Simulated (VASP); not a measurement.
Wanted: the native input for a VASP 6.6.1 run.

```
Task                   : electric field gradients
Functional             : PBE
Potentials or basis    : VASP PAW PBE potentials, release 64 (Zn)
Cutoff                 : 520 eV
k mesh                 : 16 × 16 × 8
Occupations            : fermi-dirac, width 0.03 eV
Spin                   : no spin polarisation
Dipole correction      : no
Further INCAR settings : ALGO = Normal; EDIFF = 1e-08; NBANDS = 19
```

The structure of Zn lies in POSCAR:

```
Zn
1.0
    2.6914460337      0.0000000000      0.0000000000
   -1.3457230169      2.3308606381      0.0000000000
    0.0000000000      0.0000000000      4.9467000000
Zn
2
Direct
    0.3333333333      0.6666666667      0.2500000000
    0.6666666667      0.3333333333      0.7500000000
```

This cell differs from its parent crystal: x and y stretched by +1 %, z held.

The input as run:

INCAR

```
ALGO = Normal
EDIFF = 1E-8
ENCUT = 520
GGA = PE
ISIF = 2
ISMEAR = -1
LASPH = T
LCHARG = F
LEFG = T
LREAL = F
LWAVE = F
NBANDS = 19
NELM = 80
PREC = Accurate
SIGMA = 0.03
```

KPOINTS

```
k-points
0
Gamma
  16 16 8
```

Potentials or basis: VASP PAW PBE potentials, release 64 (Zn).

The run is started by

```bash
$ cat potpaw_PBE.64/Zn/POTCAR > POTCAR
$ mpirun -np 1 vasp_std > vasp.out
```

It gave:

```json
{
  "Pressure": "-1.7 GPa",
  "Band gap on the k mesh": "zero (band 12 reaches 4.29 eV, above the bottom of band 13 at 0.03 eV)"
}
```

Caveat: the cell differs from its parent crystal (x and y stretched by +1 %, z held); without QUAD_EFG the Cq values of the log hold for a quadrupole moment of 1 mb, not for the nuclei.

Wall time 59 s on 1 thread of Intel(R) Xeon(R) Platinum 8259CL CPU @ 2.50GHz (Skylake/Cascade Lake) (shared host), peak memory 0.19 GiB.
